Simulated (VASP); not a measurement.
# FeSi (P2_13) in VASP: notebook

Runs on FeSi. Level: PBE. Tasks: relaxation of cell and atoms, single point.

All numbers are computed with VASP 6.6.1; they aren't measurements. Logs are shortened: lines on timing, memory, paths and dates and some standing lists are left out, and cuts for length are marked.

## 1. The cell of the first run

It takes space group P2_13 (No. 198, cubic). Conventional cell: a = 4.551 Å, b = 4.551 Å, c = 4.551 Å, α = 90.00°, β = 90.00°, γ = 90.00°. Fe (site symmetry 3) has 7 Si at 2.32 to 2.55 Å and 6 Fe at 2.79 Å within 3.1 Å. Within 3.1 Å of Si (site symmetry 3) lie 7 Fe at 2.32 to 2.55 Å and 6 Si at 2.82 Å.

## 2. Relaxation of cell and atoms, PBE, target pressure 50.7 GPa, at which the enthalpy is minimised

Contents of INCAR:

```
SYSTEM = FeSi
ALGO = Normal ; EDIFF = 1E-7
EDIFFG = -0.05 ; ENCUT = 600
GGA = PE ; IBRION = 2
ISIF = 3 ; ISMEAR = 0
LASPH = .TRUE. ; LCHARG = .FALSE.
LREAL = .FALSE. ; LWAVE = .FALSE.
NELM = 100 ; NSW = 80
PREC = Accurate ; PSTRESS = 507.0
SIGMA = 0.1
```

Contents of KPOINTS:

```
k-points
0
G
  4 4 4
  0 0 0
```

Contents of POSCAR:

```
FeSi
1.0
    4.5507000000      0.0000000000      0.0000000000
    0.0000000000      4.5507000000      0.0000000000
    0.0000000000      0.0000000000      4.5507000000
Fe Si
4 4
Direct
    0.1365200000      0.1365200000      0.1365200000
    0.3634800000      0.8634800000      0.6365200000
    0.6365200000      0.3634800000      0.8634800000
    0.8634800000      0.6365200000      0.3634800000
    0.8424000000      0.8424000000      0.8424000000
    0.6576000000      0.1576000000      0.3424000000
    0.3424000000      0.6576000000      0.1576000000
    0.1576000000      0.3424000000      0.6576000000
```

Potentials or basis: VASP PAW PBE potentials, release 64 (Fe, Si).

The run is started by

```
$ cat potpaw_PBE.64/Fe/POTCAR potpaw_PBE.64/Si/POTCAR > POTCAR
$ mpirun -np 1 vasp_std > vasp.out
```

OUTCAR:

```text
SYSTEM = FeSi
   EDIFF = 1E-7
   EDIFFG = -0.05
   ENCUT = 600
   GGA = PE
   IBRION = 2
   ISIF = 3
   ISMEAR = 0
   LASPH = .TRUE.
   LREAL = .FALSE.
   NELM = 100
   NSW = 80
   PREC = Accurate
   PSTRESS = 507.0

 ion  position               nearest neighbor table
   1  0.137  0.137  0.137-   5 2.32   6 2.37   7 2.37   8 2.37   7 2.55   8 2.55   6 2.55   3 2.79
                             4 2.79   2 2.79   2 2.79   4 2.79   3 2.79
   2  0.363  0.863  0.637-   6 2.32   5 2.37   7 2.37   8 2.37   7 2.55   8 2.55   5 2.55   1 2.79
                             1 2.79   3 2.79   3 2.79   4 2.79   4 2.79
   3  0.637  0.363  0.863-   7 2.32   6 2.37   5 2.37   8 2.37   8 2.55   6 2.55   5 2.55   1 2.79
                             4 2.79   2 2.79   2 2.79   4 2.79   1 2.79
   4  0.863  0.637  0.363-   8 2.32   6 2.37   7 2.37   5 2.37   6 2.55   5 2.55   7 2.55   1 2.79
                             3 2.79   2 2.79   1 2.79   2 2.79   3 2.79
   5  0.842  0.842  0.842-   1 2.32   2 2.37   3 2.37   4 2.37   3 2.55   4 2.55   2 2.55   6 2.82
                             7 2.82   8 2.82   6 2.82   8 2.82   7 2.82
   6  0.658  0.158  0.342-   2 2.32   1 2.37   3 2.37   4 2.37   3 2.55   4 2.55   1 2.55   8 2.82
                             5 2.82   5 2.82   7 2.82   7 2.82   8 2.82
   7  0.342  0.658  0.158-   3 2.32   2 2.37   1 2.37   4 2.37   4 2.55   2 2.55   1 2.55   8 2.82
                             5 2.82   8 2.82   6 2.82   6 2.82   5 2.82
   8  0.158  0.342  0.658-   4 2.32   2 2.37   3 2.37   1 2.37   2 2.55   1 2.55   3 2.55   7 2.82
                             5 2.82   7 2.82   5 2.82   6 2.82   6 2.82

  LATTYP: Found a simple cubic cell.
 ALAT       =     4.5507000000

  Lattice vectors:

 A1 = (   4.5507000000,   0.0000000000,   0.0000000000)
 A2 = (   0.0000000000,   4.5507000000,   0.0000000000)
 A3 = (   0.0000000000,   0.0000000000,   4.5507000000)

Analysis of symmetry for initial positions (statically):
=====================================================================
 Subroutine PRICEL returns:
 Original cell was already a primitive cell.

 Routine SETGRP: Setting up the symmetry group for a
 simple cubic supercell.

 Subroutine GETGRP returns: Found 12 space group operations
 (whereof  3 operations were pure point group operations)
 out of a pool of 48 trial point group operations.

The static configuration has the point symmetry C_3 .
 The point group associated with its full space group is T   .

Analysis of symmetry for dynamics (positions and initial velocities):
=====================================================================
 Subroutine PRICEL returns:
 Original cell was already a primitive cell.

 Routine SETGRP: Setting up the symmetry group for a
 simple cubic supercell.

 Subroutine GETGRP returns: Found 12 space group operations
 (whereof  3 operations were pure point group operations)
 out of a pool of 48 trial point group operations.

The dynamic configuration has the point symmetry C_3 .
 The point group associated with its full space group is T   .

 Subroutine INISYM returns: Found 12 space group operations
 (whereof  3 operations are pure point group operations),
 and found     1 'primitive' translations

----------------------------------------------------------------------------------------

                                     Primitive cell

  volume of cell :      94.2399

  direct lattice vectors                    reciprocal lattice vectors
     4.550700000  0.000000000  0.000000000     0.219746413  0.000000000  0.000000000
     0.000000000  4.550700000  0.000000000     0.000000000  0.219746413  0.000000000
     0.000000000  0.000000000  4.550700000     0.000000000  0.000000000  0.219746413

  length of vectors
     4.550700000  4.550700000  4.550700000     0.219746413  0.219746413  0.219746413

  position of ions in fractional coordinates (direct lattice)
     0.136520000  0.136520000  0.136520000
     0.363480000  0.863480000  0.636520000
     0.636520000  0.363480000  0.863480000
     0.863480000  0.636520000  0.363480000
     0.842400000  0.842400000  0.842400000
     0.657600000  0.157600000  0.342400000
     0.342400000  0.657600000  0.157600000
     0.157600000  0.342400000  0.657600000

  ion indices of the primitive-cell ions
   primitive index   ion index
                 1           1
                 2           2
                 3           3
                 4           4
                 5           5
                 6           6
                 7           7
                 8           8

----------------------------------------------------------------------------------------

 KPOINTS: k-points

Automatic generation of k-mesh.
 Grid dimensions read from file:
 generate k-points for:    4    4    4

 Generating k-lattice:

  Cartesian coordinates                     Fractional coordinates (reciprocal lattice)
     0.054936603  0.000000000  0.000000000     0.250000000  0.000000000  0.000000000
     0.000000000  0.054936603  0.000000000     0.000000000  0.250000000  0.000000000
     0.000000000  0.000000000  0.054936603     0.000000000  0.000000000  0.250000000

  Length of vectors
     0.054936603  0.054936603  0.054936603

  Shift w.r.t. Gamma in fractional coordinates (k-lattice)
     0.000000000  0.000000000  0.000000000

 Subroutine IBZKPT returns following result:
 ===========================================

 Found     11 irreducible k-points:

 Following reciprocal coordinates:
            Coordinates               Weight
  0.000000  0.000000  0.000000      1.000000
  0.250000  0.000000  0.000000      6.000000
  0.500000  0.000000  0.000000      3.000000
  0.250000  0.250000  0.000000     12.000000
  0.500000  0.250000  0.000000      6.000000
 -0.250000  0.500000  0.000000      6.000000
  0.500000  0.500000  0.000000      3.000000
  0.250000  0.250000  0.250000      8.000000
  0.500000  0.250000  0.250000     12.000000
  0.500000  0.500000  0.250000      6.000000
  0.500000  0.500000  0.500000      1.000000
   k-points           NKPTS =     11   k-points in BZ     NKDIM =     11   number of bands    NBANDS=     29
   number of dos      NEDOS =    301   number of ions     NIONS =      8
   total plane-waves  NPLWV =  46656
   dimension x,y,z NGX =    36 NGY =   36 NGZ =   36
   dimension x,y,z NGXF=    72 NGYF=   72 NGZF=   72
   ions per type =               4   4
   NGX,Y,Z   is equivalent  to a cutoff of  13.15, 13.15, 13.15 a.u.
   NGXF,Y,Z  is equivalent  to a cutoff of  26.30, 26.30, 26.30 a.u.
 SYSTEM =  FeSi
   PREC   = accura    normal or accurate (medium, high low for compatibility)
   ISTART =      0    job   : 0-new  1-cont  2-samecut
   ICHARG =      2    charge: 1-file 2-atom 10-const
   ISPIN  =      1    spin polarized calculation?
   LNONCOLLINEAR =      F non collinear calculations
   LSORBIT =      F    spin-orbit coupling
   LASPH  =      T    aspherical Exc in radial PAW
   ENCUT  =  600.0 eV  44.10 Ry    6.64 a.u.   9.09  9.09  9.09*2*pi/ulx,y,z
   NELM   =    100;   NELMIN=  2; NELMDL= -5     # of ELM steps
   EDIFF  = 0.1E-06   stopping-criterion for ELM
   LREAL  =      F    real-space projection
   EDIFFG = -.5E-01   stopping-criterion for IOM
   NSW    =     80    number of steps for IOM
   IBRION =      2    ionic relax: 0-MD 1-quasi-New 2-CG
   NFREE  =      1    steps in history (QN), initial steepest desc. (CG)
   ISIF   =      3    stress and relaxation
   ISYM   =      2    0-nonsym 1-usesym 2-fastsym
   POTIM  = 0.5000    time-step for ionic-motion
   TEBEG  =    0.0;   TEEND  =   0.0 temperature during run
   PSTRESS=  507.0 pullay stress
   NELECT =      48.0000    total number of electrons
   NUPDOWN=      -1.0000    fix difference up-down
   EMIN   =  10.00;   EMAX   =-10.00  energy-range for DOS
   EFERMI =   0.00;   METHOD = LEGACY
   ISMEAR =     0;   SIGMA  =   0.10  broadening in eV -4-tet -1-fermi 0-gaus
   EFERMI_NEDOS =   21; number of points for ismear=-14 and -15
   IALGO  =     38    algorithm
   IMIX   =      4    mixing-type and parameters
     AMIX     =   0.40;   BMIX     =  1.00
     AMIX_MAG =   1.60;   BMIX_MAG =  1.00
  volume/ion in A,a.u.               =      11.78        79.50
  Fermi-wavevector in a.u.,A,eV,Ry     =   1.307406  2.470639 23.256570  1.709310
  Thomas-Fermi vector in A             =   2.438142
   LORBIT       =      0    0 simple, 1 ext, 2 COOP (PROOUT), +10 PAW based schemes
   GGA     = PE    functional components
   LHFCALC =     F    Hartree Fock is set to
   AEXX    =    0.0000 exact exchange contribution
   IVDW    =     0    specifies the selected vdW correction
   LEPSILON=     F    determine dielectric tensor
   LRPA    =     F    only Hartree local field effects (RPA)
 conjugate gradient relaxation of ions
 non-spin polarized calculation
 Gauss-broadening in eV      SIGMA  =   0.10
  energy-cutoff  :      600.00
  volume of cell :       94.24
 maximum number of plane-waves:      3178
   NGX = 19   NGY = 19   NGZ = 19

--------------------------------------- Ionic step        1  -------------------------------------------

 number of electron      47.9999995 magnetization

 Free energy of the ion-electron system (eV)
  ---------------------------------------------------
  ext. energy  EPLUGINS =         0.00000000
  ---------------------------------------------------
  free energy    TOTEN  =       -58.50115205 eV

  energy without entropy =      -58.47671312  energy(sigma->0) =      -58.48893258

 E-fermi :   8.9483     XC(G=0): -12.4633

 val. band max:        8.8721644719   @ k =   0.5000   0.0000   0.0000
 cond. band min:       9.0171434658   @ k =   0.2500   0.2500   0.0000
 fundamental gap:      0.1449789939
 Fermi energy:         8.9482992211

 k-point     1 :       0.0000    0.0000    0.0000
  band No.  band energies     occupation
      1      -3.8570      2.00000
      2       1.2617      2.00000
      3       1.2617      2.00000
      4       1.2617      2.00000
      5       4.0944      2.00000
      6       4.0944      2.00000
[... 464 lines left out ...]
  FREE ENERGIE OF THE ION-ELECTRON SYSTEM (eV)
  ---------------------------------------------------
  free  energy   TOTEN  =       -57.9621578233 eV

  energy  without entropy=      -57.9486525796  energy(sigma->0) =      -57.95540520

  enthalpy is  TOTEN    =       -32.9969252506 eV   P V=       24.9652325727

[... ionic steps 4 to 8 ...]

--------------------------------------- Ionic step        9  -------------------------------------------

 number of electron      48.0000010 magnetization

------------------------ aborting loop because EDIFF is reached ----------------------------------------

  FORCE on cell =-STRESS in cart. coord.  units (eV):
  Direction    XX          YY          ZZ          XY          YZ          ZX
  --------------------------------------------------------------------------------------
  -------------------------------------------------------------------------------------
  Total       25.1795345     25.1795345     25.1795345      0.0000000      0.0000000      0.0000000
  in kB      541.4883317    541.4883317    541.4883317      0.0000000      0.0000000      0.0000000
  external PRESSURE =      34.4883317 kB  Pullay stress =     507.0000000 kB
[... 73 lines left out ...]
  enthalpy is  TOTEN    =       -33.2709051092 eV   P V=       23.7501298770

--------------------------------------- Ionic step       11  -------------------------------------------

 number of electron      48.0000011 magnetization

 Free energy of the ion-electron system (eV)
  ---------------------------------------------------
  ext. energy  EPLUGINS =         0.00000000
  ---------------------------------------------------
  free energy    TOTEN  =       -57.02821957 eV

  energy without entropy =      -57.01225561  energy(sigma->0) =      -57.02023759

 E-fermi :  12.0019     XC(G=0): -13.6123

 val. band max:       11.9308664385   @ k =   0.5000   0.0000   0.0000
 cond. band min:      12.0871735127   @ k =   0.2500   0.2500   0.0000
 fundamental gap:      0.1563070742
 Fermi energy:        12.0019345046

 k-point     1 :       0.0000    0.0000    0.0000
  band No.  band energies     occupation
      1      -2.6363      2.00000
      2       3.2432      2.00000
      3       3.2432      2.00000
      4       3.2432      2.00000
      5       6.1681      2.00000
      6       6.1681      2.00000
[... 376 lines left out ...]
  FREE ENERGIE OF THE ION-ELECTRON SYSTEM (eV)
  ---------------------------------------------------
  free  energy   TOTEN  =       -57.0282195678 eV

  energy  without entropy=      -57.0122556090  energy(sigma->0) =      -57.02023759

  enthalpy is  TOTEN    =       -33.2711566899 eV   P V=       23.7570628779

 reached required accuracy - stopping structural energy minimisation
```

Run time: 9 min. Hardware: 1 thread of Intel Xeon 8259CL, shared host; peak memory 0.23 GiB.

What came out:

```yaml
Free_energy: -57.0282 eV
Relaxed_volume: 9.38 Å³/atom
Relaxed_cell: a = 4.219 Å, b = 4.219 Å, c = 4.219 Å, α = 90.00°, β = 90.00°, γ = 90.00°
Space_group_after_relaxing_to_0.1_Å: P2_13 (No. 198)
Energy_change_on_relaxing_the_run_minimises_the_enthalpy: +184.1 meV/atom
Ionic_steps: 11
Pressure_after_relaxing: 50.7 GPa
Largest_force_after_relaxing: 0.004 eV/Å
Band_gap_on_the_k_mesh: 0.16 eV (least direct gap 0.20 eV)
```

Forces in eV/Å, atoms in the order of the input:
```
Fe   0.001  0.001  0.001
Fe  -0.001 -0.001  0.001
Fe   0.001 -0.001 -0.001
Fe  -0.001  0.001 -0.001
Si  -0.002 -0.002 -0.002
Si   0.002  0.002 -0.002
Si  -0.002  0.002  0.002
Si   0.002 -0.002  0.002
```

Step by step:
| step | energy change (eV) | largest force (eV/Å) | pressure (GPa) | volume (Å³) |
| --- | --- | --- | --- | --- |
| 1 | 0.0000 | 0.2610 | -13.65 | 94.24 |
| 2 | 56.6771 | 7.2452 | 757.18 | 43.32 |
| 3 | 0.5390 | 0.5310 | 32.20 | 78.89 |
| 4 | 0.9819 | 0.6719 | 41.74 | 76.97 |
| 5 | 1.4552 | 0.8019 | 50.84 | 75.33 |
| 6 | 1.3459 | 0.7733 | 48.80 | 75.68 |
| 7 | 1.3760 | 0.1171 | 49.13 | 75.39 |
| 8 | 1.3944 | 0.0759 | 49.27 | 75.33 |
| 9 | 1.6603 | 0.0319 | 54.15 | 74.50 |
| 10 | 1.4801 | 0.0548 | 50.87 | 75.05 |
| 11 | 1.4729 | 0.0041 | 50.71 | 75.08 |

Final structure:
```
Fe Si
1.0
     4.21857    0.00000    0.00000
     0.00000    4.21857    0.00000
     0.00000    0.00000    4.21857
Fe Si
4 4
Direct
  0.14169 0.14169 0.14169
  0.35830 0.85830 0.64170
  0.64170 0.35830 0.85830
  0.85830 0.64170 0.35830
  0.84326 0.84326 0.84326
  0.65674 0.15673 0.34326
  0.34326 0.65674 0.15673
  0.15673 0.34326 0.65674
```

Caveat: the cell is relaxed towards a set pressure, so the run minimises the enthalpy, not the energy; the volume moved by over 15 % at a fixed basis, so the end points are rough. Spin polarisation is off, so any magnetic state and its effect on volume and gap are missing.

## 3. Single point, PBE

This run uses another cell than the first one, of 9.37 Å³/atom.

Contents of INCAR:

```
PREC = Accurate
ENCUT = 520
EDIFF = 1E-6
ISMEAR = 0
SIGMA = 0.01
LREAL = False
LASPH = True
NELM = 80
ALGO = Normal
ISIF = 2
LWAVE = False
LCHARG = False
GGA = PE
NBANDS = 34
```

Contents of KPOINTS:

```
Automatic mesh
0
Gamma
  8 8 8
```

Contents of POSCAR:

```
FeSi
1.0
    4.2168047612      0.0000000000      0.0000000000
    0.0000000000      4.2168047612      0.0000000000
    0.0000000000      0.0000000000      4.2168047612
Fe Si
4 4
Direct
    0.1414065754      0.1414065754      0.1414065754
    0.3585934246      0.8585934246      0.6414065754
    0.6414065754      0.3585934246      0.8585934246
    0.8585934246      0.6414065754      0.3585934246
    0.8431497857      0.8431497857      0.8431497857
    0.6568502143      0.1568502143      0.3431497857
    0.3431497857      0.6568502143      0.1568502143
    0.1568502143      0.3431497857      0.6568502143
```

Potentials or basis: VASP PAW PBE potentials, release 64 (Fe, Si).

The run is started by

```
$ cat potpaw_PBE.64/Fe/POTCAR potpaw_PBE.64/Si/POTCAR > POTCAR
$ mpirun -np 1 vasp_std > vasp.out
```

OUTCAR:

```text
PREC = Accurate
   ENCUT = 520
   EDIFF = 1E-6
   ISMEAR = 0
   LREAL = False
   LASPH = True
   NELM = 80
   ISIF = 2
   GGA = PE

 ion  position               nearest neighbor table
   1  0.141  0.141  0.141-   5 2.18   6 2.21   7 2.21   8 2.21   7 2.33   8 2.33   6 2.33   4 2.59
                             4 2.59   2 2.59   2 2.59   3 2.59   3 2.59
   2  0.359  0.859  0.641-   6 2.18   5 2.21   7 2.21   8 2.21   7 2.33   8 2.33   5 2.33   3 2.59
[... 1114 lines left out ...]
  Total       24.0013172     24.0013172     24.0013172      0.0000000      0.0000000      0.0000000
  in kB      512.8556894    512.8556894    512.8556894      0.0000000      0.0000000      0.0000000
  external PRESSURE =     512.8556894 kB  Pullay stress =       0.0000000 kB

 VOLUME and BASIS-vectors are now :
 -----------------------------------------------------------------------------
  energy-cutoff  :      520.00
  volume of cell :       74.98
      direct lattice vectors                 reciprocal lattice vectors
     4.216804761  0.000000000  0.000000000     0.237146384  0.000000000  0.000000000
     0.000000000  4.216804761  0.000000000     0.000000000  0.237146384  0.000000000
     0.000000000  0.000000000  4.216804761     0.000000000  0.000000000  0.237146384

 POSITION                                       TOTAL-FORCE (eV/Angst)
 -----------------------------------------------------------------------------------
      0.59628      0.59628      0.59628         0.024317      0.024317      0.024317
      1.51212      3.62052      2.70469        -0.024317     -0.024317      0.024317
      2.70469      1.51212      3.62052         0.024317     -0.024317     -0.024317
      3.62052      2.70469      1.51212        -0.024317      0.024317     -0.024317
      3.55540      3.55540      3.55540         0.000153      0.000153      0.000153
      2.76981      0.66141      1.44700        -0.000153     -0.000153      0.000153
      1.44700      2.76981      0.66141         0.000153     -0.000153     -0.000153
      0.66141      1.44700      2.76981        -0.000153      0.000153     -0.000153
 -----------------------------------------------------------------------------------
    total drift:                                0.000000      0.000000     -0.000000

  FREE ENERGIE OF THE ION-ELECTRON SYSTEM (eV)
  ---------------------------------------------------
  free  energy   TOTEN  =       -56.9866501130 eV

  energy  without entropy=      -56.9866501130  energy(sigma->0) =      -56.98665011
```

stdout:

```text
POSCAR found type information on POSCAR FeSi
 POSCAR found :  2 types and       8 ions
 scaLAPACK will be used
 LDA part: xc-table for (Slater+PW92), standard interpolation
 POSCAR, INCAR and KPOINTS ok, starting setup
 FFT: planning ... GRIDC
 FFT: planning ... GRID_SOFT
 FFT: planning ... GRID
 WAVECAR not read
 entering main loop
```

Wall time 2.2 min (1 thread of Intel Xeon 8259CL, shared host); peak memory 0.23 GiB.

What came out:

| Item | Value |
| --- | --- |
| Free energy | -56.9867 eV |
| Pressure | 51.3 GPa |
| Largest force | 0.042 eV/Å |
| Band gap on the k mesh | 0.15 eV (least direct gap 0.18 eV) |

Forces in eV/Å, atoms in the order of the input:
```
Fe   0.024  0.024  0.024
Fe  -0.024 -0.024  0.024
Fe   0.024 -0.024 -0.024
Fe  -0.024  0.024 -0.024
Si   0.000  0.000  0.000
Si   0.000  0.000  0.000
Si   0.000  0.000  0.000
Si   0.000  0.000  0.000
```

Caveat: the cell stands under pressure. Spin polarisation is off, so any magnetic state and its effect on volume and gap are missing.

[end of part 1 of 2]
